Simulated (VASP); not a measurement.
A run of VASP 6.6.1 is set up as follows.

File POSCAR:

```
TiAl
1.0
    3.0377069322      0.0000000000      0.0000000000
    0.0000000000      3.0377069322      0.0000000000
    0.0000000000      0.0000000000      3.0377069322
Ti Al
1 1
Direct
    0.5000000000      0.5000000000      0.5000000000
    0.0000000000      0.0000000000      0.0000000000
```

The input INCAR.step1:

```
SYSTEM = TiAl
  PREC = Accurate
  ENCUT = 520
  ISMEAR = -1
  SIGMA = 0.1
  LREAL = .False.
  LASPH = .True.
  NELM = 100
  NBANDS = 14
  GGA = PE
  ALGO = Normal
  EDIFF = 1E-4
  LWAVE = .True.
  LCHARG = .False.
```

INCAR.step2

```
SYSTEM = TiAl
  PREC = Accurate
  ENCUT = 520
  EDIFF = 1E-6
  ISMEAR = -1
  SIGMA = 0.1
  LREAL = .False.
  LASPH = .True.
  NELM = 100
  ALGO = Normal
  ISIF = 2
  LWAVE = .False.
  LCHARG = .False.
  METAGGA = R2SCAN
  LMIXTAU = .True.
  NBANDS = 14
  ISTART = 1
```

The input KPOINTS:

```
Automatic mesh
0
Gamma
  6 6 6
  0 0 0
```

Potentials or basis: VASP PAW PBE potentials, release 64 (Ti_sv, Al).

Launch:

```bash
$ cat potpaw_PBE.64/Ti_sv/POTCAR potpaw_PBE.64/Al/POTCAR > POTCAR
$ cp INCAR.step1 INCAR
$ mpirun -np 1 vasp_std > vasp.out
$ cp INCAR.step2 INCAR
$ mpirun -np 1 vasp_std > vasp.out
```

Q: Estimate the pressure.

A: 20.1 GPa.

Caveat: the PAW data sets were made with another functional, which shifts forces and pressure a little.
